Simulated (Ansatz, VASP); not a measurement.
# ZnInGaO4: VASP beside Ansatz

```
Zn In Ga O
1.0
     1.68033    0.97014    8.71341
    -1.68033    0.97014    8.71341
     0.00000   -1.94027    8.71341
Zn In Ga O
1 1 1 4
Direct
  0.21838 0.21838 0.21838
  0.00277 0.00277 0.00277
  0.78703 0.78703 0.78703
  0.29514 0.29514 0.29514
  0.71136 0.71136 0.71136
  0.12172 0.12172 0.12172
  0.86360 0.86360 0.86360
```

Alike in both runs: task single point; functional PBEsol; k mesh 6 × 6 × 6; occupations gaussian, width 0.1 eV; no spin polarisation.

```csv
,VASP,Ansatz
version,VASP 6.6.1,Ansatz 0.2.0
potentials or method,"VASP PAW PBE potentials, release 64 (Zn, In_d, Ga_d, O), cutoff 520 eV","scalar-relativistic, plane waves, PAW"
valence electrons in the cell,62,62
```

Ansatz gave:

| Quantity | Value |
| --- | --- |
| gap on the k mesh at the Fermi level (eV) | 0.97 |
| least direct gap on the mesh (eV) | 0.97 |
| pressure (GPa) | -6.6 |
| traceless stress, the component that is largest in VASP (GPa) | -0.09 |
| rms of the force components (eV/Å) | 0.029 |

**Question.** What did VASP give for the same quantities?

**Answer.** gap on the k mesh at the Fermi level (eV): 0.96; least direct gap on the mesh (eV): 0.96; pressure (GPa): -6.1; traceless stress, the component that is largest in VASP (GPa): -0.07; rms of the force components (eV/Å): 0.029.

VASP's potentials were made for PBE, not for PBEsol, and Ansatz warns of the same on its side. Atom by atom the forces differ by 0.005 eV/Å (rms over components).
